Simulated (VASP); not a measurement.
# Ga (C2/c) in VASP: single point with r2SCAN

Aim: the single point of Ga with r2SCAN.

Program: VASP 6.6.1. These are calculated values, not measurements. Logs are shortened: lines on timing, memory, paths and dates and some standing lists are left out, and cuts for length are marked.

## 1. The cell of the first run

It takes space group C2/c (No. 15, monoclinic). The conventional cell has a = 2.797 Å, b = 8.144 Å, c = 3.370 Å, α = 90.00°, β = 92.02°, γ = 90.00°. Within 3.6 Å of Ga (site symmetry 2) lie 10 Ga at 2.74 to 3.37 Å.

## 2. Single point, r2SCAN

POSCAR

```
Ga
1.0
    1.3986281000      4.0720000200      0.0000000000
    1.3986281000     -4.0720000200      0.0000000000
    0.1187772000      0.0000000000     -3.3675586800
Ga
2
Direct
    0.1329910144      0.8670089856      0.7500000000
    0.8670089856      0.1329910144      0.2500000000
```

INCAR.step1

```
SYSTEM = Ga
PREC = Accurate ; ENCUT = 520
ISMEAR = -1 ; SIGMA = 0.0637
LREAL = .FALSE. ; LASPH = .TRUE.
NELM = 80 ; NBANDS = 20
GGA = PE ; ALGO = Normal
EDIFF = 1E-4 ; LWAVE = .TRUE.
LCHARG = .FALSE.
```

INCAR.step2

```
SYSTEM = Ga
PREC = Accurate ; ENCUT = 520
EDIFF = 1E-7 ; ISMEAR = -1
SIGMA = 0.0637 ; LREAL = .FALSE.
LASPH = .TRUE. ; NELM = 80
ALGO = Normal ; ISIF = 2
LWAVE = .FALSE. ; LCHARG = .FALSE.
METAGGA = R2SCAN ; LMIXTAU = .TRUE.
NBANDS = 20 ; ISTART = 1
```

KPOINTS

```
regular mesh
0
G
  7 7 5
  0 0 0
```

Potentials or basis: VASP PAW PBE potentials, release 64 (Ga_d).

Command:

```console
$ cat potpaw_PBE.64/Ga_d/POTCAR > POTCAR
$ cp INCAR.step1 INCAR
$ mpirun -np 1 vasp_std > vasp.out
$ cp INCAR.step2 INCAR
$ mpirun -np 1 vasp_std > vasp.out
```

OUTCAR:

```text
SYSTEM = Ga
   PREC = Accurate
   ENCUT = 520
   EDIFF = 1E-7
   ISMEAR = -1
   LREAL = .FALSE.
   LASPH = .TRUE.
   NELM = 80
   ISIF = 2
   METAGGA = R2SCAN
   ISTART = 1

 ion  position               nearest neighbor table
   1  0.133  0.867  0.750-   2 2.74   2 2.74   2 2.87   2 2.87
   2  0.867  0.133  0.250-   1 2.74   1 2.74   1 2.87   1 2.87

  LATTYP: Found a base centered monoclinic cell.
 ALAT       =     2.7972562000
 B/A-ratio  =     2.9114244308
 C/A-ratio  =     1.2046278510
 COS(beta)  =    -0.0352490923

  Lattice vectors:

 A1 = (  -1.3986281000,  -4.0720000200,   0.0000000000)
 A2 = (  -1.3986281000,   4.0720000200,   0.0000000000)
 A3 = (   0.1187772000,   0.0000000000,  -3.3675586800)

Analysis of symmetry for initial positions (statically):
=====================================================================
 Subroutine PRICEL returns:
 Original cell was already a primitive cell.

 Routine SETGRP: Setting up the symmetry group for a
 base centered monoclinic supercell.

 Subroutine GETGRP returns: Found  4 space group operations
 (whereof  2 operations were pure point group operations)
 out of a pool of  4 trial point group operations.

The static configuration has the point symmetry S_2 .
 The point group associated with its full space group is C_2h.

Analysis of symmetry for dynamics (positions and initial velocities):
=====================================================================
 Subroutine PRICEL returns:
 Original cell was already a primitive cell.

 Routine SETGRP: Setting up the symmetry group for a
 base centered monoclinic supercell.

 Subroutine GETGRP returns: Found  4 space group operations
 (whereof  2 operations were pure point group operations)
 out of a pool of  4 trial point group operations.

The dynamic configuration has the point symmetry S_2 .
 The point group associated with its full space group is C_2h.

 Subroutine INISYM returns: Found  4 space group operations
 (whereof  2 operations are pure point group operations),
 and found     1 'primitive' translations

----------------------------------------------------------------------------------------

                                     Primitive cell

  volume of cell :      38.3579

  direct lattice vectors                    reciprocal lattice vectors
     1.398628100  4.072000020  0.000000000     0.357493175  0.122789783  0.012609146
     1.398628100 -4.072000020  0.000000000     0.357493175 -0.122789783  0.012609146
     0.118777200  0.000000000 -3.367558680     0.000000000  0.000000000 -0.296951024

  length of vectors
     4.305501681  4.305501681  3.369652725     0.378203241  0.378203241  0.296951024

  position of ions in fractional coordinates (direct lattice)
     0.132991014  0.867008986  0.750000000
     0.867008986  0.132991014  0.250000000

  ion indices of the primitive-cell ions
   primitive index   ion index
                 1           1
                 2           2

----------------------------------------------------------------------------------------

 KPOINTS: regular mesh

Automatic generation of k-mesh.
 Grid dimensions read from file:
 generate k-points for:    7    7    5

 Generating k-lattice:

  Cartesian coordinates                     Fractional coordinates (reciprocal lattice)
     0.051070454  0.017541398  0.001801307     0.142857143 -0.000000000 -0.000000000
     0.051070454 -0.017541398  0.001801307    -0.000000000  0.142857143 -0.000000000
     0.000000000  0.000000000 -0.059390205     0.000000000  0.000000000  0.200000000

  Length of vectors
     0.054029034  0.054029034  0.059390205

  Shift w.r.t. Gamma in fractional coordinates (k-lattice)
     0.000000000  0.000000000  0.000000000

 Subroutine IBZKPT returns following result:
 ===========================================

 Found     72 irreducible k-points:

 Following reciprocal coordinates:
            Coordinates               Weight
  0.000000  0.000000  0.000000      1.000000
  0.142857  0.000000 -0.000000      4.000000
  0.285714  0.000000 -0.000000      4.000000
  0.428571  0.000000 -0.000000      4.000000
  0.142857  0.142857 -0.000000      2.000000
  0.285714  0.142857 -0.000000      4.000000
[... 16 lines left out ...]
 -0.142857  0.000000  0.200000      4.000000
  0.142857  0.142857  0.200000      2.000000
 [... further k-points ...]
   k-points           NKPTS =     72   k-points in BZ     NKDIM =     72   number of bands    NBANDS=     20
   number of dos      NEDOS =    301   number of ions     NIONS =      2
   total plane-waves  NPLWV =  28672
   dimension x,y,z NGX =    32 NGY =   32 NGZ =   28
   dimension x,y,z NGXF=    64 NGYF=   64 NGZF=   56
   ions per type =               2
   NGX,Y,Z   is equivalent  to a cutoff of  12.36, 12.36, 13.81 a.u.
   NGXF,Y,Z  is equivalent  to a cutoff of  24.71, 24.71, 27.63 a.u.
 SYSTEM =  Ga
   PREC   = accura    normal or accurate (medium, high low for compatibility)
   ISTART =      1    job   : 0-new  1-cont  2-samecut
   ICHARG =      0    charge: 1-file 2-atom 10-const
   ISPIN  =      1    spin polarized calculation?
   LNONCOLLINEAR =      F non collinear calculations
   LSORBIT =      F    spin-orbit coupling
   LASPH  =      T    aspherical Exc in radial PAW
   ENCUT  =  520.0 eV  38.22 Ry    6.18 a.u.   8.01  8.01  6.27*2*pi/ulx,y,z
   NELM   =     80;   NELMIN=  2; NELMDL=  0     # of ELM steps
   EDIFF  = 0.1E-06   stopping-criterion for ELM
   LREAL  =      F    real-space projection
   EDIFFG = 0.1E-05   stopping-criterion for IOM
   NSW    =      0    number of steps for IOM
   IBRION =     -1    ionic relax: 0-MD 1-quasi-New 2-CG
   NFREE  =      0    steps in history (QN), initial steepest desc. (CG)
   ISIF   =      2    stress and relaxation
   ISYM   =      2    0-nonsym 1-usesym 2-fastsym
   POTIM  = 0.5000    time-step for ionic-motion
   TEBEG  =    0.0;   TEEND  =   0.0 temperature during run
   PSTRESS=    0.0 pullay stress
   NELECT =      26.0000    total number of electrons
   NUPDOWN=      -1.0000    fix difference up-down
   EMIN   =  10.00;   EMAX   =-10.00  energy-range for DOS
   EFERMI =   0.00;   METHOD = LEGACY
   ISMEAR =    -1;   SIGMA  =   0.06  broadening in eV -4-tet -1-fermi 0-gaus
   EFERMI_NEDOS =   21; number of points for ismear=-14 and -15
   IALGO  =     38    algorithm
   IMIX   =      4    mixing-type and parameters
     AMIX     =   0.40;   BMIX     =  1.00
     AMIX_MAG =   1.60;   BMIX_MAG =  1.00
  volume/ion in A,a.u.               =      19.18       129.43
  Fermi-wavevector in a.u.,A,eV,Ry     =   1.438073  2.717564 28.137576  2.068053
  Thomas-Fermi vector in A             =   2.557080
   LORBIT       =      0    0 simple, 1 ext, 2 COOP (PROOUT), +10 PAW based schemes
   METAGGA = R2SCAN    functional components
   LHFCALC =     F    Hartree Fock is set to
   AEXX    =    0.0000 exact exchange contribution
   IVDW    =     0    specifies the selected vdW correction
   LEPSILON=     F    determine dielectric tensor
   LRPA    =     F    only Hartree local field effects (RPA)
 non-spin polarized calculation
  energy-cutoff  :      520.00
  volume of cell :       38.36
 maximum number of plane-waves:      1045
   NGX = 15   NGY = 15   NGZ = 13

 number of electron      26.0000021 magnetization

 Free energy of the ion-electron system (eV)
  ---------------------------------------------------
  ext. energy  EPLUGINS =         0.00000000
  ---------------------------------------------------
  free energy    TOTEN  =       -22.65770029 eV

  energy without entropy =      -22.64751649  energy(sigma->0) =      -22.65260839

 E-fermi :   5.2301     XC(G=0): -11.9553

 val. band max:        5.1910293220   @ k =  -0.1429   0.0000   0.4000
 cond. band min:       5.2425884131   @ k =   0.2857   0.2857   0.4000
 fundamental gap:      0.0515590911
 Fermi energy:         5.2300804665

 k-point     1 :       0.0000    0.0000    0.0000
  band No.  band energies     occupation
      1     -10.4107      2.00000
      2     -10.4062      2.00000
      3     -10.3676      2.00000
      4     -10.3458      2.00000
      5     -10.0935      2.00000
      6     -10.0878      2.00000
[... 12 lines left out ...]
     19      16.3046      0.00000
     20      18.8110      0.00000

 k-point     2 :       0.1429    0.0000   -0.0000
  band No.  band energies     occupation
      1     -10.3916      2.00000
      2     -10.3749      2.00000
      3     -10.3268      2.00000
      4     -10.2793      2.00000
      5     -10.1272      2.00000
      6     -10.1183      2.00000
[... 12 lines left out ...]
     19      16.7790      0.00000
     20      19.9540      0.00000

 k-point     3 :       0.2857    0.0000   -0.0000
  band No.  band energies     occupation
      1     -10.3621      2.00000
      2     -10.3233      2.00000
      3     -10.2520      2.00000
      4     -10.2207      2.00000
      5     -10.2060      2.00000
      6     -10.1159      2.00000
[... 12 lines left out ...]
     19      17.1046      0.00000
     20      19.6771      0.00000

 k-point     4 :       0.4286    0.0000   -0.0000
  band No.  band energies     occupation
      1     -10.3440      2.00000
      2     -10.3280      2.00000
      3     -10.2757      2.00000
      4     -10.2463      2.00000
      5     -10.2295      2.00000
      6     -10.1275      2.00000
[... 12 lines left out ...]
     19      15.6846      0.00000
     20      17.9543      0.00000

 k-point     5 :       0.1429    0.1429   -0.0000
  band No.  band energies     occupation
      1     -10.3778      2.00000
      2     -10.3310      2.00000
      3     -10.2544      2.00000
      4     -10.1931      2.00000
      5     -10.1815      2.00000
      6     -10.1394      2.00000
[... 12 lines left out ...]
     19      17.8632      0.00000
     20      20.2158      0.00000
[... 353 lines left out ...]
      6     -10.1332      2.00000
[... 12 lines left out ...]
     19      15.3963      0.00000
     20      17.6027      0.00000

 k-point    22 :      -0.2857    0.0000    0.2000
  band No.  band energies     occupation
      1     -10.3667      2.00000
      2     -10.2774      2.00000
      3     -10.2725      2.00000
      4     -10.2365      2.00000
      5     -10.1969      2.00000
      6     -10.1315      2.00000
[... 12 lines left out ...]
     19      16.1890      0.00000
     20      17.5958      0.00000

 k-point    23 :      -0.1429    0.0000    0.2000
  band No.  band energies     occupation
      1     -10.3968      2.00000
      2     -10.3261      2.00000
      3     -10.3121      2.00000
      4     -10.2559      2.00000
      5     -10.1861      2.00000
      6     -10.1450      2.00000
[... 12 lines left out ...]
     19      15.9104      0.00000
     20      20.9233      0.00000

 k-point    24 :       0.1429    0.1429    0.2000
  band No.  band energies     occupation
      1     -10.3789      2.00000
      2     -10.2856      2.00000
      3     -10.2662      2.00000
      4     -10.2409      2.00000
      5     -10.2139      2.00000
      6     -10.1118      2.00000
[... 12 lines left out ...]
     19      16.1215      0.00000
     20      16.2893      0.00000

 [... further k-points ...]

------------------------ aborting loop because EDIFF is reached ----------------------------------------

  FORCE on cell =-STRESS in cart. coord.  units (eV):
  Direction    XX          YY          ZZ          XY          YZ          ZX
  --------------------------------------------------------------------------------------
  -------------------------------------------------------------------------------------
  Total       -0.8193797     -0.8421079     -0.4633088      0.0000000      0.0000000      0.1014064
  in kB      -34.2247758    -35.1741104    -19.3520030      0.0000000      0.0000000      4.2356564
  external PRESSURE =     -29.5836297 kB  Pullay stress =       0.0000000 kB

 VOLUME and BASIS-vectors are now :
 -----------------------------------------------------------------------------
  energy-cutoff  :      520.00
  volume of cell :       38.36
      direct lattice vectors                 reciprocal lattice vectors
     1.398628100  4.072000020  0.000000000     0.357493175  0.122789783  0.012609146
     1.398628100 -4.072000020  0.000000000     0.357493175 -0.122789783  0.012609146
     0.118777200  0.000000000 -3.367558680     0.000000000  0.000000000 -0.296951024

 POSITION                                       TOTAL-FORCE (eV/Angst)
 -----------------------------------------------------------------------------------
      1.48771     -2.98892     -2.52567        -0.000000      0.008185      0.000000
      1.42832      2.98892     -0.84189         0.000000     -0.008185      0.000000
 -----------------------------------------------------------------------------------
    total drift:                                0.000000     -0.000000     -0.000000

  FREE ENERGIE OF THE ION-ELECTRON SYSTEM (eV)
  ---------------------------------------------------
  free  energy   TOTEN  =       -22.6577002930 eV

  energy  without entropy=      -22.6475164933  energy(sigma->0) =      -22.65260839
```

Wall time 7.2 min (1 thread of AMD EPYC, shared host); peak memory 0.17 GiB.

What came out:

```
Free energy            : -22.6577 eV
Pressure               : -3.0 GPa
Largest force          : 0.008 eV/Å
Band gap on the k mesh : zero (bands 13 and 14 overlap by 6.73 eV)
```

Forces on the atoms (eV/Å):
```
Ga   0.000  0.008  0.000
Ga   0.000 -0.008  0.000
```

Levels at points of the mesh, in eV from the Fermi level:
```
           k point  band 10  band 11  band 12  band 13  band 14  band 15  band 16  band 17
(0.00, 0.00, 0.00)   -15.14   -11.53    -2.17    -1.65     1.65     5.80     9.88    10.49
```

Caveat: the k points lie up to 0.37 Å⁻¹ apart, too coarse for converged energies and pressures of a metal; the PAW data sets were made with another functional, which shifts forces and pressure a little.
